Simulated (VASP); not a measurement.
The system is In.

```
CELL_PARAMETERS angstrom
1.41226 -2.63670 0.00000
1.41226 2.63670 0.00000
0.00000 0.00000 4.11759
ATOMIC_POSITIONS crystal
In 0.00000 0.00000 0.00000
```

```yaml
Program: VASP 6.6.1
Task: relaxation of cell and atoms
Functional: PBE
Potentials_or_basis: VASP PAW PBE potentials, release 64 (In_d)
Cutoff: 600 eV
k_mesh: 8 × 8 × 4
Occupations: gaussian, width 0.1 eV
Spin: no spin polarisation
```

At the start: pressure 6.6 GPa; volume 30.67 Å³/atom.

Q: How do energy, volume and symmetry change on relaxing?

A: Over 13 steps the energy falls by 437.2 meV/atom and the volume is 28.28 Å³/atom (-7.8 %); space group Cmmm (No. 65, to 0.05 Å).

The path:
```csv
step,energy change (eV),largest force (eV/Å),pressure (GPa),volume (Å³)
1,0.0000,0.0000,6.60,30.67
2,-0.2168,0.0000,-1.91,36.38
3,-0.2170,0.0000,-1.57,36.00
4,-0.2518,0.0000,-1.80,34.55
5,-0.3403,0.0000,-0.82,30.71
6,0.0904,0.0000,19.03,22.92
7,-0.3773,0.0000,-0.46,29.75
8,-0.4134,0.0000,2.70,26.34
9,-0.4315,0.0000,0.63,27.90
10,-0.4339,0.0000,0.86,27.56
11,-0.4338,0.0000,1.16,27.39
12,-0.4357,0.0000,-0.59,28.95
13,-0.4372,0.0000,0.03,28.28
```

Final structure:
```
In
1.0
     1.70811   -2.71326    0.00000
     1.70811    2.71326    0.00000
     0.00000    0.00000    3.05148
In
1
Direct
  0.00000 0.00000 0.00000
```

Caveat: the k points lie up to 0.51 Å⁻¹ apart in the final cell.
